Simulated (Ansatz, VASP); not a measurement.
# Two plane-wave programs on CdSe

```
Cd Se
1.0
    -4.22996    4.22996    4.22996
     4.22996   -4.22996    4.22996
     4.22996    4.22996   -4.22996
Cd Se
4 4
Direct
  0.31824 0.31824 0.31824
  0.00000 0.00000 0.68176
  0.00000 0.68176 0.00000
  0.68176 0.00000 0.00000
  0.67266 0.67266 0.67266
  0.00000 0.00000 0.32734
  0.00000 0.32734 0.00000
  0.32734 0.00000 0.00000
```

Alike in both runs: functional PBE; k mesh 6 × 6 × 6; occupations gaussian, width 0.02 eV; no spin polarisation.

Ansatz relaxed the structure, and its values are those at the end. VASP's run is a single point on that final structure, the one shown.

```csv
,VASP,Ansatz
version,VASP 6.6.1,Ansatz 0.2.0
potentials or method,"VASP PAW PBE potentials, release 64 (Cd, Se), cutoff 500 eV","scalar-relativistic, plane waves, PAW"
valence electrons in the cell,72,144
```

```tsv
	VASP	Ansatz	Ansatz less VASP
gap on the k mesh at the Fermi level (eV)	0.91	0.92	+0.004
least direct gap on the mesh (eV)	0.95	0.96	+0.004
pressure (GPa)	0.2	0.0	-0.20
rms of the force components (eV/Å)	0.007	0.003	-0.0038
```

The functional is the same, so the differences come from potentials, cutoffs and numerics. VASP's potentials hold 72 valence electrons a cell and Ansatz's 144, so a difference there can come from the potentials and not from the codes.
